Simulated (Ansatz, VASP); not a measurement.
One calculation of MgB2, two programs

Contents of INCAR:

```
SYSTEM = MgB2
PREC = Accurate
ENCUT = 520
EDIFF = 1E-6
ISMEAR = -1
SIGMA = 0.05
LREAL = .FALSE.
LASPH = .TRUE.
NELM = 100
ALGO = Normal
ISIF = 2
LWAVE = .FALSE.
LCHARG = .FALSE.
GGA = PE
NBANDS = 11
```

KPOINTS

```
regular mesh
0
G
  12 12 9
  0 0 0
```

POSCAR

```
MgB2
1.0
    3.0952499526      0.0000000000      0.0000000000
   -1.5476249763      2.6805650900      0.0000000000
    0.0000000000      0.0000000000      3.5347044049
Mg B
1 2
Direct
    0.0000000000      0.0000000000      0.0000000000
    0.3333333333      0.6666666667      0.5000000000
    0.6666666667      0.3333333333      0.5000000000
```

Input for Ansatz:

```yaml
crystal:
  lattice:
    - [3.0952499526, 0.0, 0.0]
    - [-1.5476249763, 2.68056509, 0.0]
    - [0.0, 0.0, 3.5347044049]
  atoms:
    - { symbol: Mg, position: [0.0, 0.0, 0.0] }
    - { symbol: B, position: [0.3333333333, 0.6666666667, 0.5] }
    - { symbol: B, position: [0.6666666667, 0.3333333333, 0.5] }
kpoints:
  mp_grid: { grid: [12, 12, 9] }
  band_path:
    path:
      - [0.0, 0.0, 0.0]
      - [0.5, 0.0, 0.0]
      - [0.3333333333, 0.3333333333, 0.0]
      - [0.0, 0.0, 0.0]
      - [0.0, 0.0, 0.5]
      - [0.5, 0.0, 0.5]
      - [0.3333333333, 0.3333333333, 0.5]
      - [0.0, 0.0, 0.5]
      - [0.5, 0.0, 0.5]
    npoints: 5
scf:
  occupations: { method: fermi_dirac, width: 0.05 }
hamiltonian:
  xc: pbe
  pseudopotentials: { kind: all_electron, lapw: { basis_error: 0.0005 } }
output:
  forces: true
  stress: true
  eigenvalues: true
```

Change from the starting cell: volume scaled by 1.01.

Alike in both runs: task single point; functional PBE; k mesh 12 × 12 × 9; occupations fermi-dirac, width 0.05 eV; no spin polarisation.

|  | VASP | Ansatz |
| --- | --- | --- |
| version | VASP 6.6.1 | Ansatz 0.2.0 |
| potentials or method | VASP PAW PBE potentials, release 64 (Mg, B), cutoff 520 eV | all-electron LAPW, scalar-relativistic |

```csv
,VASP,Ansatz,Ansatz less VASP
pressure (GPa),-2.8,-2.5,+0.22
"traceless stress, the component that is largest in VASP (GPa)",0.65,0.81,+0.156
```

Ansatz ran all-electron here, and VASP with PAW potentials.
